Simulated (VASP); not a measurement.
A run of VASP 6.6.1:

The input INCAR:

```
ALGO = Normal
EDIFF = 1E-7
ENCUT = 520
GGA = RE
ISIF = 2
ISMEAR = -1
LASPH = True
LCHARG = False
LREAL = False
LWAVE = False
NBANDS = 14
NELM = 100
PREC = Accurate
SIGMA = 0.1
```

Contents of KPOINTS:

```
k-points
0
Gamma
  11 11 11
```

File POSCAR:

```
Re
1.0
    0.0000000000      2.7169153629      2.7169153629
    2.7169153629      0.0000000000      2.7169153629
    2.7169153629      2.7169153629      0.0000000000
Re
2
Direct
    0.1250000000      0.1250000000      0.1250000000
    0.8750000000      0.8750000000      0.8750000000
```

Potentials or basis: VASP PAW PBE potentials, release 64 (Re).

Launch:

```sh
$ cat potpaw_PBE.64/Re/POTCAR > POTCAR
$ mpirun -np 1 vasp_std > vasp.out
```

Hardware: 1 thread of AMD EPYC 7R43 64-Core Processor (Zen 3) (shared host).

**Question.** How long does it take, and how much memory?

**Answer.** It took 42 s on 1 thread of AMD EPYC 7R43 64-Core Processor (Zen 3), on a shared host, peak memory 0.14 GiB. Counts: scf iterations 13, k points 56.
